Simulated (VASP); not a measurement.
**KF (CsCl type): single point with PBE**

Crystal: KF (CsCl type).

```xyz
2
Lattice="2.7176 0.0000 0.0000 0.0000 2.7176 0.0000 0.0000 0.0000 2.7176" Properties=species:S:1:pos:R:3 pbc="T T T"
K     0.0000    0.0000    0.0000
F     1.3588    1.3588    1.3588
```

This cell differs from its parent crystal: volume scaled by 0.58.

```json
{"Program": "VASP 6.6.1", "Task": "single point", "Functional": "PBE", "Potentials or basis": "VASP PAW PBE potentials, release 64 (K_sv, F)", "Cutoff": "520 eV", "k mesh": "14 × 14 × 14", "Occupations": "fermi-dirac, width 0.05 eV", "Spin": "no spin polarisation"}
```

```json
{
  "Pressure": "70.1 GPa",
  "Band gap on the k mesh": "8.14 eV, direct"
}
```

Levels at points of the mesh, in eV from the valence-band top:
```tsv
k point	band 5	band 6	band 7	band 8	band 9	band 10	band 11	band 12
(0.00, 0.00, 0.00)	-8.56	0.00	0.00	0.00	8.14	8.14	11.77	17.25
(0.50, 0.00, 0.00)	-7.93	-2.40	-0.81	-0.81	9.79	13.19	15.37	15.37
(0.50, 0.50, 0.00)	-7.61	-0.63	-0.63	-0.36	9.70	10.62	13.75	13.75
(0.50, 0.50, 0.50)	-10.24	-2.88	-2.88	-2.88	13.16	13.16	13.16	20.56
```

Wall time 15 s on 1 thread of AMD EPYC 9R45 96-Core Processor (Zen 5), with other jobs on the host, peak memory 0.12 GiB.

 A k mesh can miss the band edges.
